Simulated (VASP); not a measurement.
# Zn3PbO (Pm-3m) in VASP: single point with PBE

Aim: the single point of Zn3PbO with PBE.

Everything below comes from runs of VASP 6.6.1. Logs are shortened: lines on timing, memory, paths and dates and some standing lists are left out, and cuts for length are marked.

### Step 1. The cell of the first run

The structure is cubic, space group Pm-3m (No. 221). Conventional cell: a = 4.394 Å, b = 4.394 Å, c = 4.394 Å, α = 90.00°, β = 90.00°, γ = 90.00°. Pb (site symmetry m-3m) has 6 Zn at 2.20 Å within 2.9 Å. Within 2.9 Å of Zn (site symmetry 4/mmm) lie 2 Pb at 2.20 Å. Within 4.1 Å of O (site symmetry m-3m) lie 12 Zn at 3.11 Å and 8 Pb at 3.81 Å.

### Step 2. Single point, PBE, non-collinear spin, zero start, spin-orbit coupling

INCAR

```
SYSTEM = Zn3PbO
PREC     = Accurate       ! precision mode
ENCUT    = 520            ! plane-wave cutoff, eV
EDIFF    = 1E-6           ! SCF threshold, eV
ISMEAR   = -1             ! smearing method
SIGMA    = 0.0668         ! smearing width, eV
LREAL    = .False.        ! projectors in reciprocal space
LASPH    = .True.         ! aspherical terms in the spheres
NELM     = 150            ! most SCF steps
ALGO     = Normal         ! electronic algorithm
ISIF     = 2              ! what is computed and relaxed
LWAVE    = .False.        ! write WAVECAR
LCHARG   = .True.         ! write CHGCAR
MAGMOM   = 0 0 0 0 0 0 0 0 0 0 0 0 0 0 0 ! initial moments
LORBIT   = 11             ! projections on sites
LSORBIT  = .True.         ! spin-orbit coupling
GGA_COMPAT= .False.      
LORBMOM  = .True.       
GGA      = PE             ! functional
LVHAR    = .True.       
NBANDS   = 71             ! bands
```

KPOINTS

```
Automatic mesh
0
Gamma
  6 6 6
  0 0 0
```

POSCAR

```
Zn3PbO
1.0
    4.3938780000      0.0000000000      0.0000000000
    0.0000000000      4.3938780000      0.0000000000
    0.0000000000      0.0000000000      4.3938780000
Pb Zn O
1 3 1
Direct
    0.0000000000      0.0000000000      0.0000000000
    0.5000000000      0.0000000000      0.0000000000
    0.0000000000      0.5000000000      0.0000000000
    0.0000000000      0.0000000000      0.5000000000
    0.5000000000      0.5000000000      0.5000000000
```

Potentials or basis: VASP PAW PBE potentials, release 64 (Pb_d, Zn, O).

Started as:

```
$ cat potpaw_PBE.64/Pb_d/POTCAR potpaw_PBE.64/Zn/POTCAR potpaw_PBE.64/O/POTCAR > POTCAR
$ mpirun -np 1 vasp_ncl > vasp.out
```

OUTCAR:

```text
SYSTEM = Zn3PbO
   PREC = Accurate
   ENCUT = 520
   EDIFF = 1E-6
   ISMEAR = -1
   LREAL = .False.
   LASPH = .True.
   NELM = 150
   ISIF = 2
   LORBIT = 11
   LSORBIT = .True.
   GGA = PE

 ion  position               nearest neighbor table
   1  0.000  0.000  0.000-   2 2.20   3 2.20   4 2.20   4 2.20   3 2.20   2 2.20
   2  0.500  0.000  0.000-   1 2.20   1 2.20
   3  0.000  0.500  0.000-   1 2.20   1 2.20
   4  0.000  0.000  0.500-   1 2.20   1 2.20
   5  0.500  0.500  0.500-

  LATTYP: Found a simple cubic cell.
 ALAT       =     4.3938780000

  Lattice vectors:

 A1 = (   4.3938780000,   0.0000000000,   0.0000000000)
 A2 = (   0.0000000000,   4.3938780000,   0.0000000000)
 A3 = (   0.0000000000,   0.0000000000,   4.3938780000)

Analysis of symmetry for initial positions (statically):
=====================================================================
 Subroutine PRICEL returns:
 Original cell was already a primitive cell.

 Routine SETGRP: Setting up the symmetry group for a
 simple cubic supercell.

 Subroutine GETGRP returns: Found 48 space group operations
 (whereof 48 operations were pure point group operations)
 out of a pool of 48 trial point group operations.

The static configuration has the point symmetry O_h .

Analysis of symmetry for dynamics (positions and initial velocities):
=====================================================================
 Subroutine PRICEL returns:
 Original cell was already a primitive cell.

 Routine SETGRP: Setting up the symmetry group for a
 simple cubic supercell.

 Subroutine GETGRP returns: Found 48 space group operations
 (whereof 48 operations were pure point group operations)
 out of a pool of 48 trial point group operations.

The dynamic configuration has the point symmetry O_h .

Analysis of structural, dynamic, and magnetic symmetry:
=====================================================================
 Subroutine PRICEL returns:
 Original cell was already a primitive cell.

 Routine SETGRP: Setting up the symmetry group for a
 simple cubic supercell.

 Subroutine GETGRP returns: Found 48 space group operations
 (whereof 48 operations were pure point group operations)
 out of a pool of 48 trial point group operations.

The overall configuration has the point symmetry O_h .

 Subroutine INISYM returns: Found 48 space group operations
 (whereof 48 operations are pure point group operations),
 and found     1 'primitive' translations

----------------------------------------------------------------------------------------

                                     Primitive cell

  volume of cell :      84.8289

  direct lattice vectors                    reciprocal lattice vectors
     4.393878000  0.000000000  0.000000000     0.227589387  0.000000000  0.000000000
     0.000000000  4.393878000  0.000000000     0.000000000  0.227589387  0.000000000
     0.000000000  0.000000000  4.393878000     0.000000000  0.000000000  0.227589387

  length of vectors
     4.393878000  4.393878000  4.393878000     0.227589387  0.227589387  0.227589387

  position of ions in fractional coordinates (direct lattice)
     0.000000000  0.000000000  0.000000000
     0.500000000  0.000000000  0.000000000
     0.000000000  0.500000000  0.000000000
     0.000000000  0.000000000  0.500000000
     0.500000000  0.500000000  0.500000000

  ion indices of the primitive-cell ions
   primitive index   ion index
                 1           1
                 2           2
                 3           3
                 4           4
                 5           5

----------------------------------------------------------------------------------------

 KPOINTS: Automatic mesh

Automatic generation of k-mesh.
 Grid dimensions read from file:
 generate k-points for:    6    6    6
[... 107 lines left out ...]

  energy without entropy =       -3.51294691  energy(sigma->0) =       -3.51631928

 E-fermi :   4.0563     XC(G=0): -10.6586

 val. band max:        3.9111450879   @ k =   0.0000   0.0000   0.0000
 cond. band min:       4.0689986543   @ k =   0.5000   0.5000   0.0000
 fundamental gap:      0.1578535664
 Fermi energy:         4.0563448507

 k-point     1 :       0.0000    0.0000    0.0000
  band No.  band energies     occupation
      1     -16.5109      1.00000
      2     -16.5109      1.00000
      3     -16.5109      1.00000
      4     -16.5109      1.00000
      5     -14.1913      1.00000
      6     -14.1913      1.00000
[... 1409 lines left out ...]
     67      14.4855      0.00000
     68      14.4855      0.00000
 [bands above 68 left out]

------------------------ aborting loop because EDIFF is reached ----------------------------------------

  FORCE on cell =-STRESS in cart. coord.  units (eV):
  Direction    XX          YY          ZZ          XY          YZ          ZX
  --------------------------------------------------------------------------------------
  -------------------------------------------------------------------------------------
  Total       23.1919907     23.1919907     23.1919907     -0.0000000     -0.0000000      0.0000000
  in kB      438.0307785    438.0307785    438.0307785     -0.0000000     -0.0000000      0.0000000
  external PRESSURE =     438.0307785 kB  Pullay stress =       0.0000000 kB

 VOLUME and BASIS-vectors are now :
 -----------------------------------------------------------------------------
  energy-cutoff  :      520.00
  volume of cell :       84.83
      direct lattice vectors                 reciprocal lattice vectors
     4.393878000  0.000000000  0.000000000     0.227589387  0.000000000  0.000000000
     0.000000000  4.393878000  0.000000000     0.000000000  0.227589387  0.000000000
     0.000000000  0.000000000  4.393878000     0.000000000  0.000000000  0.227589387

 POSITION                                       TOTAL-FORCE (eV/Angst)
 -----------------------------------------------------------------------------------
      0.00000      0.00000      0.00000         0.000000      0.000000      0.000000
      2.19694      0.00000      0.00000         0.000000      0.000000      0.000000
      0.00000      2.19694      0.00000         0.000000      0.000000      0.000000
      0.00000      0.00000      2.19694         0.000000      0.000000      0.000000
      2.19694      2.19694      2.19694         0.000000      0.000000      0.000000
 -----------------------------------------------------------------------------------
    total drift:                                0.000000     -0.000000     -0.000000

  FREE ENERGIE OF THE ION-ELECTRON SYSTEM (eV)
  ---------------------------------------------------
  free  energy   TOTEN  =        -3.5196916532 eV

  energy  without entropy=       -3.5129469123  energy(sigma->0) =       -3.51631928

 orbital moment (x)

 # of ion     p       d       tot
 ----------------------------------------
  1         0.000  -0.000  -0.000
  2         0.000  -0.000  -0.000
  3         0.000  -0.000  -0.000
  4         0.000  -0.000  -0.000
  5         0.000   0.000   0.000
 ----------------------------------------
            0.000  -0.000  -0.000

 orbital moment (y)

 # of ion     p       d       tot
 ----------------------------------------
  1         0.000  -0.000  -0.000
  2        -0.000  -0.000  -0.000
  3        -0.000   0.000   0.000
  4         0.000  -0.000  -0.000
  5         0.000   0.000   0.000
 ----------------------------------------
           -0.000   0.000   0.000

 orbital moment (z)

 # of ion     p       d       tot
 ----------------------------------------
  1         0.000  -0.000  -0.000
  2         0.000   0.000   0.000
  3         0.000   0.000   0.000
  4         0.000  -0.000  -0.000
  5         0.000   0.000   0.000
 ----------------------------------------
            0.000  -0.000   0.000

 Spin-Orbit-Coupling matrix elements

 Ion:    1  E_soc:     -1.2704653
 l=   1
     0.0000000    -0.1378076    -0.1378076
    -0.1378076     0.0000000    -0.1378076
    -0.1378076    -0.1378076     0.0000000
 l=   2
     0.0000000    -0.0140761     0.0000000    -0.0140761    -0.0598605
    -0.0140761     0.0000000    -0.0448954    -0.0140761    -0.0149651
     0.0000000    -0.0448954     0.0000000    -0.0448954     0.0000000
    -0.0140761    -0.0140761    -0.0448954     0.0000000    -0.0149651
    -0.0598605    -0.0149651     0.0000000    -0.0149651     0.0000000
 l=   3
     0.0000000     0.0000000     0.0000000     0.0000000     0.0000000     0.0000000     0.0000000
     0.0000000     0.0000000     0.0000000     0.0000000     0.0000000     0.0000000     0.0000000
     0.0000000     0.0000000     0.0000000     0.0000000     0.0000000     0.0000000     0.0000000
     0.0000000     0.0000000     0.0000000     0.0000000     0.0000000     0.0000000     0.0000000
[... 69 lines left out ...]
 l=   2
     0.0000000     0.0000000     0.0000000     0.0000000     0.0000000
     0.0000000     0.0000000     0.0000000     0.0000000     0.0000000
     0.0000000     0.0000000     0.0000000     0.0000000     0.0000000
     0.0000000     0.0000000     0.0000000     0.0000000     0.0000000
     0.0000000     0.0000000     0.0000000     0.0000000     0.0000000
 l=   3
     0.0000000     0.0000000     0.0000000     0.0000000     0.0000000     0.0000000     0.0000000
     0.0000000     0.0000000     0.0000000     0.0000000     0.0000000     0.0000000     0.0000000
     0.0000000     0.0000000     0.0000000     0.0000000     0.0000000     0.0000000     0.0000000
     0.0000000     0.0000000     0.0000000     0.0000000     0.0000000     0.0000000     0.0000000
     0.0000000     0.0000000     0.0000000     0.0000000     0.0000000     0.0000000     0.0000000
     0.0000000     0.0000000     0.0000000     0.0000000     0.0000000     0.0000000     0.0000000
     0.0000000     0.0000000     0.0000000     0.0000000     0.0000000     0.0000000     0.0000000

 total charge

# of ion       s       p       d       tot
------------------------------------------
    1        1.292   2.037   9.853  13.181
    2        0.681   0.503   9.818  11.002
    3        0.681   0.503   9.818  11.002
    4        0.681   0.503   9.818  11.002
    5        1.584   3.175   0.000   4.758
--------------------------------------------------
tot          4.919   6.719  39.308  50.946

 magnetization (x)

# of ion       s       p       d       tot
------------------------------------------
    1        0.000   0.000  -0.000  -0.000
    2       -0.000   0.000  -0.000   0.000
    3       -0.000   0.000   0.000   0.000
    4        0.000  -0.000   0.000   0.000
    5        0.000   0.000   0.000   0.000
--------------------------------------------------
tot         -0.000   0.000  -0.000   0.000

 magnetization (y)

# of ion       s       p       d       tot
------------------------------------------
    1        0.000   0.000  -0.000   0.000
    2       -0.000  -0.000  -0.000  -0.000
    3        0.000   0.000  -0.000  -0.000
    4       -0.000   0.000   0.000   0.000
    5        0.000   0.000   0.000   0.000
--------------------------------------------------
tot         -0.000   0.000  -0.000  -0.000

 magnetization (z)

# of ion       s       p       d       tot
------------------------------------------
    1       -0.000   0.000   0.000   0.000
    2        0.000   0.000   0.000   0.000
    3       -0.000  -0.000   0.000  -0.000
    4       -0.000   0.000  -0.000  -0.000
    5        0.000   0.000   0.000   0.000
--------------------------------------------------
tot          0.000   0.000   0.000   0.000
```

It took 5.1 min on 1 thread of AMD EPYC 7R13 (Zen 3), shared host; peak memory 0.46 GiB.

Results:

- Free energy: -3.5197 eV
- Pressure: 43.8 GPa
- Net moment: 0.00 μB per cell
- Valence electrons inside the program's atomic spheres: Pb 13.18; Zn 11.00; O 4.76

Moments on the atoms (μB; x, y, z):
```
Pb  0.00 0.00 0.00
Zn  0.00 0.00 0.00
Zn  0.00 0.00 0.00
Zn  0.00 0.00 0.00
O   0.00 0.00 0.00
```

Caveat: the cell stands under pressure.
